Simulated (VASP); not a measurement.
# CuAs (P6_3/mmc) in VASP: a series of runs

Runs on CuAs. Level: LDA. Tasks: single point.

Program: VASP 6.6.1. These are calculated values, not measurements. Logs are shortened: lines on timing, memory, paths and dates and some standing lists are left out, and cuts for length are marked.

## 1. The cell of the first run

It takes space group P6_3/mmc (No. 194, hexagonal). Conventional cell: a = 3.868 Å, b = 3.868 Å, c = 4.858 Å, α = 90.00°, β = 90.00°, γ = 120.00°. Cu (site symmetry -3m) has 2 Cu at 2.43 Å and 6 As at 2.54 Å within 3.2 Å. As (site symmetry -6m2) has 6 Cu at 2.54 Å and 6 As at 3.30 Å within 3.4 Å.

## 2. Single point, LDA

INCAR

```
SYSTEM = CuAs
PREC = Accurate ; ENCUT = 520
EDIFF = 1E-6 ; ISMEAR = 0
SIGMA = 0.15 ; LREAL = .False.
LASPH = .True. ; NELM = 80
ALGO = Normal ; ISIF = 2
LWAVE = .False. ; LCHARG = .True.
GGA = CA ; LELF = .True.
LVHAR = .True. ; NBANDS = 24
```

KPOINTS

```
regular mesh
0
Gamma
  12 12 8
  0 0 0
```

POSCAR

```
CuAs
1.0
    3.8679000000      0.0000000000      0.0000000000
   -1.9339500000      3.3496996593      0.0000000000
    0.0000000000      0.0000000000      4.8580437534
Cu As
2 2
Direct
    0.0000000000      0.0000000000      0.5000000000
    0.0000000000      0.0000000000      0.0000000000
    0.6666666667      0.3333333333      0.7500000000
    0.3333333333      0.6666666667      0.2500000000
```

Potentials or basis: VASP PAW LDA potentials, release 64 (Cu, As).

Run with:

```
$ cat potpaw_LDA.64/Cu/POTCAR potpaw_LDA.64/As/POTCAR > POTCAR
$ mpirun -np 1 vasp_std > vasp.out
```

OUTCAR:

```text
SYSTEM = CuAs
   PREC = Accurate
   ENCUT = 520
   EDIFF = 1E-6
   ISMEAR = 0
   LREAL = .False.
   LASPH = .True.
   NELM = 80
   ISIF = 2
   GGA = CA

 ion  position               nearest neighbor table
   1  0.000  0.000  0.500-   2 2.43   2 2.43   4 2.54   3 2.54   3 2.54   4 2.54   3 2.54   4 2.54

   2  0.000  0.000  0.000-   1 2.43   1 2.43   4 2.54   3 2.54   3 2.54   4 2.54   3 2.54   4 2.54

   3  0.667  0.333  0.750-   1 2.54   2 2.54   1 2.54   2 2.54   1 2.54   2 2.54
   4  0.333  0.667  0.250-   1 2.54   2 2.54   1 2.54   2 2.54   1 2.54   2 2.54

  LATTYP: Found a hexagonal cell.
 ALAT       =     3.8679000000
 C/A-ratio  =     1.2559900084

  Lattice vectors:

 A1 = (   3.8679000000,   0.0000000000,   0.0000000000)
 A2 = (  -1.9339500000,   3.3496996593,   0.0000000000)
 A3 = (   0.0000000000,   0.0000000000,   4.8580437534)

Analysis of symmetry for initial positions (statically):
=====================================================================
 Subroutine PRICEL returns:
 Original cell was already a primitive cell.

 Routine SETGRP: Setting up the symmetry group for a
 hexagonal supercell.

 Subroutine GETGRP returns: Found 24 space group operations
 (whereof 12 operations were pure point group operations)
 out of a pool of 24 trial point group operations.

The static configuration has the point symmetry D_3d.
 The point group associated with its full space group is D_6h.

Analysis of symmetry for dynamics (positions and initial velocities):
=====================================================================
 Subroutine PRICEL returns:
 Original cell was already a primitive cell.

 Routine SETGRP: Setting up the symmetry group for a
 hexagonal supercell.

 Subroutine GETGRP returns: Found 24 space group operations
 (whereof 12 operations were pure point group operations)
 out of a pool of 24 trial point group operations.

The dynamic configuration has the point symmetry D_3d.
 The point group associated with its full space group is D_6h.

 Subroutine INISYM returns: Found 24 space group operations
 (whereof 12 operations are pure point group operations),
 and found     1 'primitive' translations

----------------------------------------------------------------------------------------

                                     Primitive cell

  volume of cell :      62.9423

  direct lattice vectors                    reciprocal lattice vectors
     3.867900000  0.000000000  0.000000000     0.258538225  0.149267114  0.000000000
    -1.933950000  3.349699659  0.000000000     0.000000000  0.298534227  0.000000000
[... 91 lines left out ...]
   EDIFFG = 0.1E-04   stopping-criterion for IOM
   NSW    =      0    number of steps for IOM
   IBRION =     -1    ionic relax: 0-MD 1-quasi-New 2-CG
   NFREE  =      0    steps in history (QN), initial steepest desc. (CG)
   ISIF   =      2    stress and relaxation
   ISYM   =      2    0-nonsym 1-usesym 2-fastsym
   POTIM  = 0.5000    time-step for ionic-motion
   TEBEG  =    0.0;   TEEND  =   0.0 temperature during run
   PSTRESS=    0.0 pullay stress
   NELECT =      32.0000    total number of electrons
   NUPDOWN=      -1.0000    fix difference up-down
   EMIN   =  10.00;   EMAX   =-10.00  energy-range for DOS
   EFERMI =   0.00;   METHOD = LEGACY
   ISMEAR =     0;   SIGMA  =   0.15  broadening in eV -4-tet -1-fermi 0-gaus
   EFERMI_NEDOS =   21; number of points for ismear=-14 and -15
   IALGO  =     38    algorithm
   IMIX   =      4    mixing-type and parameters
     AMIX     =   0.40;   BMIX     =  1.00
     AMIX_MAG =   1.60;   BMIX_MAG =  1.00
  volume/ion in A,a.u.               =      15.74       106.19
  Fermi-wavevector in a.u.,A,eV,Ry     =   1.306604  2.469124 23.228057  1.707214
  Thomas-Fermi vector in A             =   2.437395
   LORBIT       =      0    0 simple, 1 ext, 2 COOP (PROOUT), +10 PAW based schemes
   GGA     = CA    functional components
   LHFCALC =     F    Hartree Fock is set to
   AEXX    =    0.0000 exact exchange contribution
   IVDW    =     0    specifies the selected vdW correction
   LEPSILON=     F    determine dielectric tensor
   LRPA    =     F    only Hartree local field effects (RPA)
 non-spin polarized calculation
 Gauss-broadening in eV      SIGMA  =   0.15
  energy-cutoff  :      520.00
  volume of cell :       62.94
 maximum number of plane-waves:      1712
 NGX is ok and might be reduce to    30
   NGX = 15   NGY = 15   NGZ = 19

 number of electron      31.9999976 magnetization

 Free energy of the ion-electron system (eV)
  ---------------------------------------------------
  ext. energy  EPLUGINS =         0.00000000
  ---------------------------------------------------
  free energy    TOTEN  =       -20.07069160 eV

  energy without entropy =      -20.04917366  energy(sigma->0) =      -20.05993263

 E-fermi :   6.6560     XC(G=0): -11.5241

 val. band max:        6.6488984282   @ k =   0.2500   0.0833   0.3750
 cond. band min:       6.6704638832   @ k =   0.1667   0.0000   0.1250
 fundamental gap:      0.0215654550
 Fermi energy:         6.6559574925

 k-point     1 :       0.0000    0.0000    0.0000
  band No.  band energies     occupation
      1      -7.0561      2.00000
      2      -3.2033      2.00000
      3       0.4680      2.00000
      4       1.6135      2.00000
      5       1.6135      2.00000
      6       1.9122      2.00000
[... 637 lines left out ...]
     23      15.1085      0.00000
     24      15.9226      0.00000

 [... further k-points ...]

------------------------ aborting loop because EDIFF is reached ----------------------------------------

  FORCE on cell =-STRESS in cart. coord.  units (eV):
  Direction    XX          YY          ZZ          XY          YZ          ZX
  --------------------------------------------------------------------------------------
  -------------------------------------------------------------------------------------
  Total       -2.2243696     -2.2243696     -1.1630432      0.0000000     -0.0000000      0.0000000
  in kB      -56.6206708    -56.6206708    -29.6049201      0.0000000     -0.0000000      0.0000000
  external PRESSURE =     -47.6154206 kB  Pullay stress =       0.0000000 kB

 VOLUME and BASIS-vectors are now :
 -----------------------------------------------------------------------------
  energy-cutoff  :      520.00
  volume of cell :       62.94
      direct lattice vectors                 reciprocal lattice vectors
     3.867900000  0.000000000  0.000000000     0.258538225  0.149267114  0.000000000
    -1.933950000  3.349699659  0.000000000     0.000000000  0.298534227  0.000000000
     0.000000000  0.000000000  4.858043753     0.000000000  0.000000000  0.205844173

 POSITION                                       TOTAL-FORCE (eV/Angst)
 -----------------------------------------------------------------------------------
      0.00000      0.00000      2.42902         0.000000      0.000000      0.000000
      0.00000      0.00000      0.00000         0.000000      0.000000      0.000000
      1.93395      1.11657      3.64353        -0.000000     -0.000000      0.000000
     -0.00000      2.23313      1.21451         0.000000      0.000000     -0.000000
 -----------------------------------------------------------------------------------
    total drift:                                0.000000     -0.000000      0.000000

  FREE ENERGIE OF THE ION-ELECTRON SYSTEM (eV)
  ---------------------------------------------------
  free  energy   TOTEN  =       -20.0706915974 eV

  energy  without entropy=      -20.0491736586  energy(sigma->0) =      -20.05993263
```

OSZICAR:

```text
N       E                     dE             d eps       ncg     rms          rms(c)
DAV:   1     0.213141570619E+03    0.21314E+03   -0.13880E+04  4608   0.173E+03
DAV:   2    -0.564749179488E+01   -0.21879E+03   -0.20576E+03  4592   0.321E+02
DAV:   3    -0.225095067876E+02   -0.16862E+02   -0.15798E+02  6168   0.109E+02
DAV:   4    -0.230132902682E+02   -0.50378E+00   -0.50278E+00  5312   0.176E+01
DAV:   5    -0.230243078499E+02   -0.11018E-01   -0.11014E-01  6200   0.235E+00    0.156E+01
DAV:   6    -0.244420416620E+02   -0.14177E+01   -0.42504E+01  5344   0.188E+02    0.126E+01
DAV:   7    -0.201444982152E+02    0.42975E+01   -0.12222E+01  5360   0.954E+01    0.246E+00
DAV:   8    -0.201069998001E+02    0.37498E-01   -0.14465E+00  7264   0.257E+01    0.181E+00
DAV:   9    -0.200714075188E+02    0.35592E-01   -0.24936E-01  6816   0.105E+01    0.205E-01
DAV:  10    -0.200720133296E+02   -0.60581E-03   -0.80406E-03  7280   0.141E+00    0.261E-01
DAV:  11    -0.200706741893E+02    0.13391E-02   -0.31471E-03  6344   0.186E+00    0.446E-02
DAV:  12    -0.200707415888E+02   -0.67399E-04   -0.79719E-04  5064   0.185E-01    0.438E-02
DAV:  13    -0.200706910797E+02    0.50509E-04   -0.73152E-05  7232   0.238E-01    0.776E-03
DAV:  14    -0.200706917422E+02   -0.66246E-06   -0.19206E-05  7088   0.385E-02    0.281E-03
DAV:  15    -0.200706915974E+02    0.14478E-06   -0.15031E-07  2976   0.851E-03
   1 F= -.20070692E+02 E0= -.20059933E+02  d E =-.215179E-01
```

Wall time 3.3 min (1 thread of AMD EPYC 7R43 (Zen 3), shared host); peak memory 0.2 GiB.

What came out:

```
Free energy            : -20.0707 eV
Pressure               : -4.8 GPa
Band gap on the k mesh : zero (band 16 reaches 7.77 eV, above the bottom of band 17 at 5.86 eV)
```

Stress tensor (GPa, compression positive):
```
-5.66  0.00  0.00
 0.00 -5.66  0.00
 0.00  0.00 -2.96
```

## 3. Single point, LDA

This run uses another cell than the first one, of 15.83 Å³/atom, 1.006 times its volume.

INCAR

```
PREC = Accurate ; ENCUT = 520
EDIFF = 1E-6 ; ISMEAR = 0
SIGMA = 0.15 ; LREAL = False
LASPH = True ; NELM = 60
ALGO = Normal ; ISIF = 2
LWAVE = False ; LCHARG = True
LELF = True ; LVHAR = True
NBANDS = 24
```

KPOINTS

```
regular mesh
0
Gamma
  12 12 8
```

POSCAR

```
CuAs
1.0
    4.0443000000      0.0000000000      0.0000000000
   -2.0221500000      3.5024665405      0.0000000000
    0.0000000000      0.0000000000      4.4694000000
Cu As
2 2
Direct
    0.0000000000      0.0000000000      0.5000000000
    0.0000000000      0.0000000000      0.0000000000
    0.6666666667      0.3333333333      0.7500000000
    0.3333333333      0.6666666667      0.2500000000
```

Potentials or basis: VASP PAW LDA potentials, release 64 (Cu, As).

Run with:

```
$ cat potpaw_LDA.64/Cu/POTCAR potpaw_LDA.64/As/POTCAR > POTCAR
$ mpirun -np 1 vasp_std > vasp.out
```

Run time: 3.5 min. Hardware: 1 thread of AMD EPYC 7R43 (Zen 3), shared host; peak memory 0.2 GiB.

It converged, with:

```
Free energy            : -19.6525 eV
Pressure               : -3.3 GPa
Band gap on the k mesh : zero (band 16 reaches 7.17 eV, above the bottom of band 17 at 5.84 eV)
```

Stress tensor (GPa, compression positive):
```
-10.92   0.00   0.00
  0.00 -10.92   0.00
  0.00   0.00  11.92
```

Levels at points of the mesh, in eV from the Fermi level:
| k point | band 13 | band 14 | band 15 | band 16 | band 17 | band 18 | band 19 | band 20 |
| --- | --- | --- | --- | --- | --- | --- | --- | --- |
| (0.00, 0.00, 0.00) | -0.93 | -0.77 | -0.77 | 0.55 | 0.55 | 1.88 | 2.20 | 2.87 |
| (0.50, 0.00, 0.00) | -2.56 | -2.49 | -2.49 | -2.47 | 0.60 | 2.72 | 3.04 | 4.95 |
| (0.00, 0.00, 0.50) | -1.21 | -1.21 | 0.58 | 0.58 | 0.58 | 0.58 | 3.94 | 3.94 |
| (0.50, 0.00, 0.50) | -3.16 | -3.16 | -0.84 | -0.84 | 0.07 | 0.07 | 5.45 | 5.45 |

## 4. Single point, LDA

This run uses another cell than the first one, of 15.83 Å³/atom, 1.006 times its volume.

INCAR

```
PREC = Accurate
ENCUT = 520
EDIFF = 1E-6
ISMEAR = 0
SIGMA = 0.15
LREAL = F
LASPH = T
NELM = 100
ALGO = Normal
ISIF = 2
LWAVE = F
LCHARG = F
NBANDS = 24
```

KPOINTS is that of step 3.

POSCAR

```
CuAs
1.0
    3.7796846230      0.0000000000      0.0000000000
   -1.8898423115      3.2733029018      0.0000000000
    0.0000000000      0.0000000000      5.1171000000
Cu As
2 2
Direct
    0.0000000000      0.0000000000      0.5000000000
    0.0000000000      0.0000000000      0.0000000000
    0.6666666667      0.3333333333      0.7500000000
    0.3333333333      0.6666666667      0.2500000000
```

Run with:

```
$ cat potpaw_LDA.64/Cu/POTCAR potpaw_LDA.64/As/POTCAR > POTCAR
$ mpirun -np 1 vasp_std > vasp.out
```

Run time: 3.8 min. Hardware: 1 thread of AMD EPYC 7R43 (Zen 3), shared host; peak memory 0.2 GiB.

It converged, with:

```
Free energy            : -20.0309 eV
Pressure               : -5.4 GPa
Band gap on the k mesh : zero (band 16 reaches 8.03 eV, above the bottom of band 17 at 5.74 eV)
```

Stress tensor (GPa, compression positive):
```
-3.76  0.00  0.00
 0.00 -3.76  0.00
 0.00  0.00 -8.70
```

Levels at points of the mesh, in eV from the Fermi level:
| k point | band 13 | band 14 | band 15 | band 16 | band 17 | band 18 | band 19 | band 20 |
| --- | --- | --- | --- | --- | --- | --- | --- | --- |
| (0.00, 0.00, 0.00) | -1.79 | 0.01 | 0.01 | 1.44 | 1.44 | 2.49 | 2.94 | 3.71 |
| (0.50, 0.00, 0.00) | -3.01 | -3.01 | -2.90 | -2.25 | -0.05 | 2.44 | 3.44 | 4.75 |
| (0.00, 0.00, 0.50) | -1.37 | -1.37 | 1.07 | 1.07 | 1.07 | 1.07 | 4.56 | 4.56 |
| (0.50, 0.00, 0.50) | -3.23 | -3.23 | -0.58 | -0.58 | 0.42 | 0.42 | 4.29 | 4.29 |

## 5. Summary

```csv
cell,gap on the mesh (eV),pressure (GPa)
"a = 3.868, b = 3.868, c = 4.858 Å, angles 90.0, 90.0, 120.0°, 4 atoms",none,-4.8
"a = 4.044, b = 4.044, c = 4.469 Å, angles 90.0, 90.0, 120.0°, 4 atoms",none,-3.3
"a = 3.780, b = 3.780, c = 5.117 Å, angles 90.0, 90.0, 120.0°, 4 atoms",none,-5.4
```

Alike in all rows: task single point; level LDA; potentials or basis VASP PAW LDA potentials, release 64 (Cu, As); no spin polarisation; k mesh 12 × 12 × 8; cutoff (eV) 520; smearing gaussian 0.15 eV.

Total energies depend on the potentials used, so only differences within one code and one set of settings carry meaning.
